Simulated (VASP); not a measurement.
Wanted: the native input for a VASP 6.6.1 run.

```yaml
Task: single point
Functional: PBEsol
Potentials_or_basis: VASP PAW PBE potentials, release 64 (Ta_pv, N)
Cutoff: 520 eV
k_mesh: 8 × 8 × 10
Occupations: gaussian, width 0.1 eV
Spin: no spin polarisation
Dipole_correction: no
Further_INCAR_settings: ALGO = Normal; EDIFF = 1e-07; NBANDS = 33
```

The structure of TaN lies in POSCAR:

```
TaN
1.0
    5.2656259942     -0.0259249963     -0.0190289473
   -2.6552647025      4.5945922063      0.0146783659
   -0.0106723600      0.0033442000      2.9652294400
Ta N
3 3
Direct
    0.0039469460     -0.0144821961     -0.0186313618
    0.3367896861      0.6805186211      0.5133940853
    0.6513899224      0.3175416599      0.5089236589
    0.4982868473     -0.0016056687      0.0081877579
    0.5133517647      0.5106495251      0.0352922971
   -0.0037662800      0.5073758317     -0.0471629986
```

This cell differs from its parent crystal: atoms moved at random and the cell strained at random.

These files were run (other wordings do the same):

INCAR

```
PREC = Accurate ; ENCUT = 520
EDIFF = 1E-7 ; ISMEAR = 0
SIGMA = 0.1 ; LREAL = False
LASPH = True ; NELM = 100
ALGO = Normal ; ISIF = 2
LWAVE = False ; LCHARG = False
GGA = PS ; NBANDS = 33
```

KPOINTS

```
Automatic mesh
0
Gamma
  8 8 10
```

Potentials or basis: VASP PAW PBE potentials, release 64 (Ta_pv, N).

Command:

```sh
$ cat potpaw_PBE.64/Ta_pv/POTCAR potpaw_PBE.64/N/POTCAR > POTCAR
$ mpirun -np 1 vasp_std > vasp.out
```

It gave:

The pressure is -10.4 GPa. The largest force is 2.008 eV/Å and the band gap on the k mesh is zero (bands 24 and 25 overlap by 1.73 eV).

Caveat: the cell differs from its parent crystal (atoms moved at random and the cell strained at random); the stress differs along the axes, from -14 to -7 GPa; the PAW data sets were made with another functional, which shifts forces and pressure a little; spin-orbit coupling is left out, which moves the levels of the heavy elements.

Wall time 4.4 min on 1 thread of Intel(R) Xeon(R) 6975P-C (Granite Rapids) (shared host), peak memory 0.64 GiB.
